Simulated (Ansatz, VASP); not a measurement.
## Two plane-wave programs on Te

```
Te
1.0
     3.11144    0.00000    0.07943
     0.00000    3.22091    0.00000
    -0.25338    0.00000    3.23132
Te
1
Direct
  0.50000 0.00000 0.50000
```

Alike in both runs: functional PBE; k mesh 6 × 6 × 4; occupations gaussian, width 0.1 eV; no spin polarisation.

Ansatz relaxed the structure, and its values are those at the end. VASP's run is a single point on that final structure, the one shown.

|  | VASP | Ansatz |
| --- | --- | --- |
| version | VASP 6.6.1 | Ansatz 0.2.0 |
| potentials or method | VASP PAW PBE potentials, release 64 (Te), cutoff 520 eV | scalar-relativistic, plane waves, PAW |
| valence electrons in the cell | 6 | 16 |

|  | VASP | Ansatz | Ansatz less VASP |
| --- | --- | --- | --- |
| gap on the k mesh at the Fermi level (eV) | none | none | - |
| pressure (GPa) | 0.0 | 0.1 | +0.04 |

A gap of «none» marks a metal or a gap that the smearing closes. VASP's potentials hold 6 valence electrons a cell and Ansatz's 16, so a difference there can come from the potentials and not from the codes.

The k mesh is coarse, so the values compare programs but aren't converged. Spin-orbit coupling is off throughout.
